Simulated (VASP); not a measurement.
A run of VASP 6.6.1:

The input INCAR:

```
SYSTEM = ErH4
ALGO = Normal
EDIFF = 1E-7
EDIFFG = -0.01
ENCUT = 500
GGA = PE
GGA_COMPAT = .FALSE.
IBRION = 2
ISIF = 3
ISMEAR = 0
LASPH = .TRUE.
LCHARG = .FALSE.
LMAXMIX = 6
LREAL = .FALSE.
LWAVE = .FALSE.
NELM = 200
NELMIN = 4
NSW = 100
PREC = Accurate
SIGMA = 0.1
```

Contents of KPOINTS:

```
k-points
0
G
  14 14 14
  0 0 0
```

The input POSCAR:

```
ErH4
1.0
   -1.7694257241      1.7694257241      2.8765265275
    1.7694257241     -1.7694257241      2.8765265275
    1.7694257241      1.7694257241     -2.8765265275
Er H
1 4
Direct
    0.0000000000      0.0000000000      0.0000000000
    0.7500000000      0.2500000000      0.5000000000
    0.2500000000      0.7500000000      0.5000000000
    0.4166060768      0.4166060768      0.0000000000
    0.5833939232      0.5833939232      0.0000000000
```

Potentials or basis: VASP PAW PBE potentials, release 64 (Er_3, H), 4f in core.

Command:

```bash
$ cat potpaw_PBE.64/Er_3/POTCAR potpaw_PBE.64/H/POTCAR > POTCAR
$ mpirun -np 1 vasp_std > vasp.out
```

Hardware: 1 thread of Intel(R) Xeon(R) 6975P-C (Granite Rapids), on a shared host.

Problem. Estimate the wall time of this run.

Solution. Run time: 4 min on 1 thread of Intel(R) Xeon(R) 6975P-C (Granite Rapids) (shared host), peak memory 0.24 GiB. Counts: scf iterations 35, k points 244, ion steps 5.
